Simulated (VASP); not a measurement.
# SrO (Fm-3m) in VASP: notebook

SrO is run at these levels: PBE-based global hybrid with 5 % exact exchange, PBE-based global hybrid with 20 % exact exchange, PBE-based global hybrid with 35 % exact exchange; tasks: single point.

Program: VASP 6.6.1. These are calculated values, not measurements. Logs are shortened: lines on timing, memory, paths and dates and some standing lists are left out, and cuts for length are marked.

### Step 1. The cell of the first run

It takes space group Fm-3m (No. 225, cubic). The conventional cell has a = 5.133 Å, b = 5.133 Å, c = 5.133 Å, α = 90.00°, β = 90.00°, γ = 90.00°. Sr (site symmetry m-3m) has 6 O at 2.57 Å within 3.4 Å. O (site symmetry m-3m) has 6 Sr at 2.57 Å within 3.4 Å.

### Step 2. Single point, PBE-based global hybrid with 5 % exact exchange

Input file POSCAR:

```
SrO
1.0
    0.0000000000      2.5663000000      2.5663000000
    2.5663000000      0.0000000000      2.5663000000
    2.5663000000      2.5663000000      0.0000000000
Sr O
1 1
Direct
    0.5000000000      0.5000000000      0.5000000000
    0.0000000000      0.0000000000      0.0000000000
```

Input file INCAR.step1:

```
SYSTEM = SrO
PREC     = Accurate       ! precision mode
ENCUT    = 520            ! plane-wave cutoff, eV
EDIFF    = 1E-5           ! SCF threshold, eV
ISMEAR   = 0              ! smearing method
SIGMA    = 0.01           ! smearing width, eV
LREAL    = .FALSE.        ! projectors in reciprocal space
LASPH    = .TRUE.         ! aspherical terms in the spheres
NELM     = 120            ! most SCF steps
ALGO     = Normal         ! electronic algorithm
ISIF     = 2              ! what is computed and relaxed
LWAVE    = .TRUE.         ! write WAVECAR
LCHARG   = .FALSE.        ! write CHGCAR
GGA      = PE             ! functional
NBANDS   = 15             ! bands
GGA_COMPAT= .FALSE.
```

Input file INCAR.step2:

```
SYSTEM = SrO
PREC     = Accurate       ! precision mode
ENCUT    = 520            ! plane-wave cutoff, eV
EDIFF    = 1E-6           ! SCF threshold, eV
ISMEAR   = 0              ! smearing method
SIGMA    = 0.01           ! smearing width, eV
LREAL    = .FALSE.        ! projectors in reciprocal space
LASPH    = .TRUE.         ! aspherical terms in the spheres
NELM     = 120            ! most SCF steps
ALGO     = Normal         ! electronic algorithm
ISIF     = 2              ! what is computed and relaxed
LWAVE    = .FALSE.        ! write WAVECAR
LCHARG   = .FALSE.        ! write CHGCAR
GGA      = PE             ! functional
LHFCALC  = .TRUE.         ! exact exchange
AEXX     = 0.05           ! exact-exchange fraction
PRECFOCK = Normal       
ISTART   = 1            
NBANDS   = 15             ! bands
GGA_COMPAT= .FALSE.
```

Input file KPOINTS:

```
regular mesh
0
G
  4 4 4
  0 0 0
```

Potentials or basis: VASP PAW PBE potentials, release 64 (Sr_sv, O).

Launch:

```bash
$ cat potpaw_PBE.64/Sr_sv/POTCAR potpaw_PBE.64/O/POTCAR > POTCAR
$ cp INCAR.step1 INCAR
$ mpirun -np 1 vasp_std > vasp.out
$ cp INCAR.step2 INCAR
$ mpirun -np 1 vasp_std > vasp.out
```

OUTCAR:

```text
SYSTEM = SrO
   PREC = Accurate
   ENCUT = 520
   EDIFF = 1E-6
   ISMEAR = 0
   LREAL = .FALSE.
   LASPH = .TRUE.
   NELM = 120
   ISIF = 2
   GGA = PE
   LHFCALC = .TRUE.
   AEXX = 0.05
   PRECFOCK = Normal
   ISTART = 1

 ion  position               nearest neighbor table
   1  0.500  0.500  0.500-   2 2.57   2 2.57   2 2.57   2 2.57   2 2.57   2 2.57
   2  0.000  0.000  0.000-   1 2.57   1 2.57   1 2.57   1 2.57   1 2.57   1 2.57

  LATTYP: Found a face centered cubic cell.
 ALAT       =     5.1326000000

  Lattice vectors:

 A1 = (   0.0000000000,   2.5663000000,   2.5663000000)
 A2 = (   2.5663000000,   0.0000000000,   2.5663000000)
 A3 = (   2.5663000000,   2.5663000000,   0.0000000000)

Analysis of symmetry for initial positions (statically):
=====================================================================
 Subroutine PRICEL returns:
 Original cell was already a primitive cell.

 Routine SETGRP: Setting up the symmetry group for a
 face centered cubic supercell.

 Subroutine GETGRP returns: Found 48 space group operations
 (whereof 48 operations were pure point group operations)
 out of a pool of 48 trial point group operations.

The static configuration has the point symmetry O_h .

Analysis of symmetry for dynamics (positions and initial velocities):
=====================================================================
 Subroutine PRICEL returns:
 Original cell was already a primitive cell.

 Routine SETGRP: Setting up the symmetry group for a
 face centered cubic supercell.

 Subroutine GETGRP returns: Found 48 space group operations
 (whereof 48 operations were pure point group operations)
 out of a pool of 48 trial point group operations.

The dynamic configuration has the point symmetry O_h .

 Subroutine INISYM returns: Found 48 space group operations
 (whereof 48 operations are pure point group operations),
 and found     1 'primitive' translations

----------------------------------------------------------------------------------------

                                     Primitive cell

  volume of cell :      33.8028

  direct lattice vectors                    reciprocal lattice vectors
     0.000000000  2.566300000  2.566300000    -0.194833028  0.194833028  0.194833028
     2.566300000  0.000000000  2.566300000     0.194833028 -0.194833028  0.194833028
     2.566300000  2.566300000  0.000000000     0.194833028  0.194833028 -0.194833028

  length of vectors
     3.629296265  3.629296265  3.629296265     0.337460704  0.337460704  0.337460704

  position of ions in fractional coordinates (direct lattice)
     0.500000000  0.500000000  0.500000000
     0.000000000  0.000000000  0.000000000

  ion indices of the primitive-cell ions
   primitive index   ion index
                 1           1
                 2           2

----------------------------------------------------------------------------------------

 KPOINTS: regular mesh

Automatic generation of k-mesh.
 Grid dimensions read from file:
 generate k-points for:    4    4    4

 Generating k-lattice:

  Cartesian coordinates                     Fractional coordinates (reciprocal lattice)
    -0.048708257  0.048708257  0.048708257     0.250000000  0.000000000  0.000000000
     0.048708257 -0.048708257  0.048708257     0.000000000  0.250000000  0.000000000
     0.048708257  0.048708257 -0.048708257     0.000000000  0.000000000  0.250000000

  Length of vectors
     0.084365176  0.084365176  0.084365176

  Shift w.r.t. Gamma in fractional coordinates (k-lattice)
     0.000000000  0.000000000  0.000000000

 Subroutine IBZKPT returns following result:
 ===========================================

 Found      8 irreducible k-points:

 Following reciprocal coordinates:
            Coordinates               Weight
  0.000000  0.000000  0.000000      1.000000
  0.250000  0.000000  0.000000      8.000000
  0.500000  0.000000  0.000000      4.000000
  0.250000  0.250000  0.000000      6.000000
  0.500000  0.250000  0.000000     24.000000
 -0.250000  0.250000  0.000000     12.000000
  0.500000  0.500000  0.000000      3.000000
 -0.250000  0.500000  0.250000      6.000000
   k-points           NKPTS =      8   k-points in BZ     NKDIM =     64   number of bands    NBANDS=     15
   number of dos      NEDOS =    301   number of ions     NIONS =      2
   total plane-waves  NPLWV =  21952
   dimension x,y,z NGX =    28 NGY =   28 NGZ =   28
   dimension x,y,z NGXF=    56 NGYF=   56 NGZF=   56
   ions per type =               1   1
   NGX,Y,Z   is equivalent  to a cutoff of  12.83, 12.83, 12.83 a.u.
   NGXF,Y,Z  is equivalent  to a cutoff of  25.65, 25.65, 25.65 a.u.
 SYSTEM =  SrO
   PREC   = accura    normal or accurate (medium, high low for compatibility)
   ISTART =      1    job   : 0-new  1-cont  2-samecut
   ICHARG =      0    charge: 1-file 2-atom 10-const
   ISPIN  =      1    spin polarized calculation?
   LNONCOLLINEAR =      F non collinear calculations
   LSORBIT =      F    spin-orbit coupling
   LASPH  =      T    aspherical Exc in radial PAW
   ENCUT  =  520.0 eV  38.22 Ry    6.18 a.u.   6.75  6.75  6.75*2*pi/ulx,y,z
   NELM   =    120;   NELMIN=  2; NELMDL=  0     # of ELM steps
   EDIFF  = 0.1E-05   stopping-criterion for ELM
   LREAL  =      F    real-space projection
   EDIFFG = 0.1E-04   stopping-criterion for IOM
   NSW    =      0    number of steps for IOM
   IBRION =     -1    ionic relax: 0-MD 1-quasi-New 2-CG
   NFREE  =      0    steps in history (QN), initial steepest desc. (CG)
   ISIF   =      2    stress and relaxation
   ISYM   =      3    0-nonsym 1-usesym 2-fastsym
   POTIM  = 0.5000    time-step for ionic-motion
   TEBEG  =    0.0;   TEEND  =   0.0 temperature during run
   PSTRESS=    0.0 pullay stress
   NELECT =      16.0000    total number of electrons
   NUPDOWN=      -1.0000    fix difference up-down
   EMIN   =  10.00;   EMAX   =-10.00  energy-range for DOS
   EFERMI =   0.00;   METHOD = LEGACY
   ISMEAR =     0;   SIGMA  =   0.01  broadening in eV -4-tet -1-fermi 0-gaus
   EFERMI_NEDOS =   21; number of points for ismear=-14 and -15
   IALGO  =     38    algorithm
   IMIX   =      1    mixing-type and parameters
     AMIX     =   0.40;   BMIX     =  1.00
     AMIX_MAG =   1.60;   BMIX_MAG =  1.00
  volume/ion in A,a.u.               =      16.90       114.06
  Fermi-wavevector in a.u.,A,eV,Ry     =   1.275843  2.410995 22.147245  1.627777
  Thomas-Fermi vector in A             =   2.408533
   LORBIT       =      0    0 simple, 1 ext, 2 COOP (PROOUT), +10 PAW based schemes
   GGA     = PE    functional components
   LHFCALC =     T    Hartree Fock is set to
   PRECFOCK=normal    Normal, Fast or Accurate (Low or Medium for compatibility)
   ENCUT4O =  -1.0   cutoff for four orbital integrals eV
   NKREDX  =     1    reduce k-point grid by
   NKREDY  =     1    reduce k-point grid by
   NKREDZ  =     1    reduce k-point grid by
   AEXX    =    0.0500 exact exchange contribution
   HFSCREEN=    0.0000 screening length (either q_TF or 0.3 A-1)
   HFSCREENC=   0.0000 screening length for correlation (either q_TF or 0.3 A-1)
   ENCUTFOCK=  -1.0 apply spherical cutoff to Coloumb kernel
   IVDW    =     0    specifies the selected vdW correction
   LEPSILON=     F    determine dielectric tensor
   LRPA    =     F    only Hartree local field effects (RPA)
 non-spin polarized calculation
 Gauss-broadening in eV      SIGMA  =   0.01
  energy-cutoff  :      520.00
  volume of cell :       33.80
 maximum number of plane-waves:       941
 NGX is ok and might be reduce to    28
  NGX = 24; NGY = 24; NGZ = 24

 number of electron      15.9999996 magnetization

 Free energy of the ion-electron system (eV)
  ---------------------------------------------------
  ext. energy  EPLUGINS =         0.00000000
  ---------------------------------------------------
  free energy    TOTEN  =       -12.57478886 eV

  energy without entropy =      -12.57478886  energy(sigma->0) =      -12.57478886

 E-fermi :   1.5189     XC(G=0):  -9.6206

 val. band max:        1.4072145097   @ k =   0.0000   0.0000   0.0000
 cond. band min:       5.1031489216   @ k =   0.5000   0.5000   0.0000
 fundamental gap:      3.6959344119
 Fermi energy:         1.5189059795

 k-point     1 :       0.0000    0.0000    0.0000
  band No.  band energies     occupation
      1     -31.3691      2.00000
      2     -13.9909      2.00000
      3     -12.7405      2.00000
      4     -12.7405      2.00000
      5     -12.7405      2.00000
      6       1.4072      2.00000
      7       1.4072      2.00000
      8       1.4072      2.00000
      9       5.8644      0.00000
     10       8.1063      0.00000
     11       8.1063      0.00000
     12       8.1063      0.00000
     13      10.3035      0.00000
     14      10.3035      0.00000
     15      14.6000      0.00000

 k-point     2 :       0.2500    0.0000    0.0000
  band No.  band energies     occupation
      1     -31.2978      2.00000
      2     -14.8992      2.00000
      3     -12.7819      2.00000
      4     -12.7819      2.00000
      5     -12.0021      2.00000
      6       0.1133      2.00000
      7       0.7700      2.00000
      8       0.7700      2.00000
      9       7.8826      0.00000
     10       8.1292      0.00000
     11       9.2642      0.00000
     12       9.2642      0.00000
     13      11.7661      0.00000
     14      11.7661      0.00000
     15      17.6439      0.00000
[... 77 lines left out ...]
      3     -13.7295      2.00000
      4     -13.1182      2.00000
      5     -13.1182      2.00000
      6       0.9692      2.00000
      7       1.3190      2.00000
      8       1.3190      2.00000
      9       5.1031      0.00000
     10       9.7499      0.00000
     11      12.1386      0.00000
     12      12.3412      0.00000
     13      13.0881      0.00000
     14      13.0881      0.00000
     15      15.6982      0.00000

 k-point     8 :      -0.2500    0.5000    0.2500
  band No.  band energies     occupation
      1     -31.1818      2.00000
      2     -14.6366      2.00000
      3     -13.4332      2.00000
      4     -13.4332      2.00000
      5     -12.1919      2.00000
      6       0.2535      2.00000
      7       0.9647      2.00000
      8       0.9647      2.00000
      9       7.9119      0.00000
     10       7.9119      0.00000
     11      10.5771      0.00000
     12      13.1049      0.00000
     13      13.3475      0.00000
     14      14.7885      0.00000
     15      16.6825      0.00000

------------------------ aborting loop because EDIFF is reached ----------------------------------------

  FORCE on cell =-STRESS in cart. coord.  units (eV):
  Direction    XX          YY          ZZ          XY          YZ          ZX
  --------------------------------------------------------------------------------------
  -------------------------------------------------------------------------------------
  Total        0.7295567      0.7295567      0.7295567      0.0000000      0.0000000      0.0000000
  in kB       34.5793906     34.5793906     34.5793906      0.0000000      0.0000000      0.0000000
  external PRESSURE =      34.5793906 kB  Pullay stress =       0.0000000 kB

 VOLUME and BASIS-vectors are now :
 -----------------------------------------------------------------------------
  energy-cutoff  :      520.00
  volume of cell :       33.80
      direct lattice vectors                 reciprocal lattice vectors
     0.000000000  2.566300000  2.566300000    -0.194833028  0.194833028  0.194833028
     2.566300000  0.000000000  2.566300000     0.194833028 -0.194833028  0.194833028
     2.566300000  2.566300000  0.000000000     0.194833028  0.194833028 -0.194833028

 POSITION                                       TOTAL-FORCE (eV/Angst)
 -----------------------------------------------------------------------------------
      2.56630      2.56630      2.56630         0.000000      0.000000      0.000000
      0.00000      0.00000      0.00000        -0.000000     -0.000000     -0.000000
 -----------------------------------------------------------------------------------
    total drift:                               -0.000000     -0.000000     -0.000000

  FREE ENERGIE OF THE ION-ELECTRON SYSTEM (eV)
  ---------------------------------------------------
  free  energy   TOTEN  =       -12.5747888586 eV

  energy  without entropy=      -12.5747888586  energy(sigma->0) =      -12.57478886
```

It took 4.8 min on 1 thread of Intel Xeon Platinum 8259CL at 2.50GHz (Skylake/Cascade Lake), shared host; peak memory 0.17 GiB.

Results:

```
Free energy            : -12.5748 eV
Pressure               : 3.5 GPa
Band gap on the k mesh : 3.70 eV (least direct gap 3.78 eV)
```

Caveat: the k points lie up to 0.53 Å⁻¹ apart; the PAW data sets were made with another functional, which shifts forces and pressure a little.

### Step 3. Single point, PBE-based global hybrid with 20 % exact exchange

POSCAR is that of step 2.

INCAR.step1, as its differences from that of step 2:

```diff
@@ -12,5 +12,4 @@
 LWAVE    = .TRUE.         ! write WAVECAR
-LCHARG   = .FALSE.        ! write CHGCAR
+NBANDS   = 15             ! bands
 GGA      = PE             ! functional
-NBANDS   = 15             ! bands
 GGA_COMPAT= .FALSE.
```

INCAR.step2, as its differences from that of step 2:

```diff
@@ -12,9 +12,11 @@
 LWAVE    = .FALSE.        ! write WAVECAR
-LCHARG   = .FALSE.        ! write CHGCAR
+LCHARG   = .TRUE.         ! write CHGCAR
 GGA      = PE             ! functional
 LHFCALC  = .TRUE.         ! exact exchange
-AEXX     = 0.05           ! exact-exchange fraction
+AEXX     = 0.2            ! exact-exchange fraction
 PRECFOCK = Normal       
+LELF     = .TRUE.         ! ELF
+LVHAR    = .TRUE.       
+NBANDS   = 15             ! bands
 ISTART   = 1            
-NBANDS   = 15             ! bands
 GGA_COMPAT= .FALSE.
```

Input file KPOINTS:

```
Automatic mesh
0
G
  4 4 4
  0 0 0
```

Potentials or basis: VASP PAW PBE potentials, release 64 (Sr_sv, O).

Launch:

```bash
$ cat potpaw_PBE.64/Sr_sv/POTCAR potpaw_PBE.64/O/POTCAR > POTCAR
$ cp INCAR.step1 INCAR
$ mpirun -np 1 vasp_std > vasp.out
$ cp INCAR.step2 INCAR
$ mpirun -np 1 vasp_std > vasp.out
```

Wall time 5.9 min (1 thread of Intel Xeon Platinum 8259CL at 2.50GHz (Skylake/Cascade Lake), shared host); peak memory 0.17 GiB.

Results (log left out):

- Free energy: -14.2260 eV
- Pressure: 2.0 GPa
- Band gap on the k mesh: 5.04 eV (least direct gap 5.14 eV)

Levels at points of the mesh, in eV from the valence-band top:
| k point | band 5 | band 6 | band 7 | band 8 | band 9 | band 10 | band 11 | band 12 |
| --- | --- | --- | --- | --- | --- | --- | --- | --- |
| (0.00, 0.00, 0.00) | -14.54 | 0.00 | 0.00 | 0.00 | 5.80 | 8.17 | 8.17 | 8.17 |
| (0.50, 0.00, 0.00) | -13.50 | -2.28 | -1.21 | -1.21 | 8.56 | 10.32 | 11.00 | 11.00 |
| (0.50, 0.50, 0.00) | -14.93 | -0.47 | -0.10 | -0.10 | 5.04 | 9.88 | 12.34 | 12.46 |

Caveat: the k points lie up to 0.53 Å⁻¹ apart; the PAW data sets were made with another functional, which shifts forces and pressure a little. A k mesh can miss the band edges.

### Step 4. Single point, PBE-based global hybrid with 35 % exact exchange

POSCAR is that of step 3.

Input file INCAR.step1:

```
SYSTEM = SrO
  ALGO = Normal
  EDIFF = 1E-5
  ENCUT = 520
  GGA = PE
  GGA_COMPAT = .False.
  ISIF = 2
  ISMEAR = 0
  LASPH = .True.
  LREAL = .False.
  LWAVE = .True.
  NBANDS = 15
  NELM = 120
  PREC = Accurate
  SIGMA = 0.01
```

Input file INCAR.step2:

```
SYSTEM = SrO
  AEXX = 0.35
  ALGO = Normal
  EDIFF = 1E-6
  ENCUT = 520
  GGA = PE
  GGA_COMPAT = .False.
  ISIF = 2
  ISMEAR = 0
  ISTART = 1
  LASPH = .True.
  LCHARG = .True.
  LELF = .True.
  LHFCALC = .True.
  LREAL = .False.
  LVHAR = .True.
  LWAVE = .False.
  NBANDS = 15
  NELM = 120
  PREC = Accurate
  PRECFOCK = Normal
  SIGMA = 0.01
```

Input file KPOINTS:

```
k-points
0
Gamma
  4 4 4
  0 0 0
```

Launch:

```bash
$ cat potpaw_PBE.64/Sr_sv/POTCAR potpaw_PBE.64/O/POTCAR > POTCAR
$ cp INCAR.step1 INCAR
$ mpirun -np 1 vasp_std > vasp.out
$ cp INCAR.step2 INCAR
$ mpirun -np 1 vasp_std > vasp.out
```

Run time: 5.6 min. Hardware: 1 thread of Intel Xeon Platinum 8259CL at 2.50GHz (Skylake/Cascade Lake), shared host; peak memory 0.17 GiB.

The run converged. Its results:

```yaml
Free_energy: -15.9148 eV
Pressure: 0.6 GPa
Band_gap_on_the_k_mesh: 6.43 eV (least direct gap 6.53 eV)
```

Levels at points of the mesh, in eV from the valence-band top:
```
           k point  band 6  band 7  band 8  band 9  band 10  band 11
(0.00, 0.00, 0.00)    0.00    0.00    0.00    7.18     9.68     9.68
(0.50, 0.00, 0.00)   -2.34   -1.25   -1.25   10.07    11.73    12.63
(0.50, 0.50, 0.00)   -0.50   -0.10   -0.10    6.43    11.44    13.99
```

Caveat: the k points lie up to 0.53 Å⁻¹ apart; the PAW data sets were made with another functional, which shifts forces and pressure a little.

### Step 5. The runs side by side

| level | share of exact exchange | gap on the mesh (eV) | pressure (GPa) |
| --- | --- | --- | --- |
| PBE-based global hybrid with 5 % exact exchange | 0.05 | 3.70 | 3.5 |
| PBE-based global hybrid with 20 % exact exchange | 0.2 | 5.04 | 2.0 |
| PBE-based global hybrid with 35 % exact exchange | 0.35 | 6.43 | 0.6 |

Alike in all rows: task single point; potentials or basis VASP PAW PBE potentials, release 64 (Sr_sv, O); no spin polarisation; cell as given; k mesh 4 × 4 × 4; cutoff (eV) 520; smearing gaussian 0.01 eV.

Caveats: all runs use coarse meshes; the PAW data sets were made with another functional, which shifts forces and pressure a little.

Absolute energies hang on the potentials; compare differences alone.
